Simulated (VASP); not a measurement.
Runs of VASP 6.6.1 on TiB2. The structure is that of space group P6/mmm (No. 191), or close to it. The cells are those of the table. 

```csv
task,cell,gap on the mesh (eV),pressure (GPa)
relaxation of cell and atoms,"relaxed from a = 2.970, b = 2.970, c = 3.267 Å, angles 90.0, 90.0, 120.0°, 3 atoms",none,0.0
single point,"a = 2.982, b = 2.982, c = 3.155 Å, angles 90.0, 90.0, 120.0°, 3 atoms",none,(a)
single point,"a = 2.992, b = 2.992, c = 3.166 Å, angles 90.0, 90.0, 120.0°, 3 atoms",none,0.6
single point,"a = 3.002, b = 3.002, c = 3.176 Å, angles 90.0, 90.0, 120.0°, 3 atoms",none,-2.1
```

Alike in all rows: level LDA; potentials or basis VASP PAW LDA potentials, release 64 (Ti_sv, B); no spin polarisation; k mesh 10 × 10 × 8; cutoff (eV) 500; smearing methfessel-paxton 0.05 eV.

Fill in the values left out.

(a) 3.5.

A gap of «none» marks levels without a gap at the run's occupations.
